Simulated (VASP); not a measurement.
Here is a VASP 6.6.1 calculation.

The input INCAR:

```
SYSTEM = V
  PREC = Accurate
  ENCUT = 600
  EDIFF = 1E-6
  ISMEAR = -1
  SIGMA = 0.1
  LREAL = .FALSE.
  LASPH = .TRUE.
  NELM = 80
  ALGO = Normal
  ISIF = 3
  LWAVE = .FALSE.
  LCHARG = .FALSE.
  GGA = PE
  IBRION = 2
  NSW = 32
  EDIFFG = -0.005
  PSTRESS = 1300.0
```

File KPOINTS:

```
regular mesh
0
G
  18 18 18
  0 0 0
```

Contents of POSCAR:

```
V
1.0
    2.1266482766      0.0000000000      0.0000000000
    0.0000000000      2.1266482766      0.0000000000
    0.0000000000      0.0000000000      2.1266482766
V
1
Direct
    0.0000000000      0.0000000000      0.0000000000
```

Potentials or basis: VASP PAW PBE potentials, release 64 (V_sv).

Command:

```sh
$ cat potpaw_PBE.64/V_sv/POTCAR > POTCAR
$ mpirun -np 1 vasp_std > vasp.out
```

What does it give for the relaxed volume?

9.69 Å³/atom.

Predict the space group after relaxing (to 0.1 Å).

Pm-3m (No. 221).

Final structure:
```cif
data_structure
_symmetry_space_group_name_H-M 'P 1'
_symmetry_Int_Tables_number 1
_cell_length_a 2.1318
_cell_length_b 2.1318
_cell_length_c 2.1318
_cell_angle_alpha 90.000
_cell_angle_beta 90.000
_cell_angle_gamma 90.000
_cell_volume 9.69
loop_
_atom_site_label
_atom_site_type_symbol
_atom_site_fract_x
_atom_site_fract_y
_atom_site_fract_z
_atom_site_occupancy
V1 V 0.00000 0.00000 0.00000 1
```

Caveat: the cell is relaxed towards a set pressure, so the run minimises the enthalpy, not the energy.
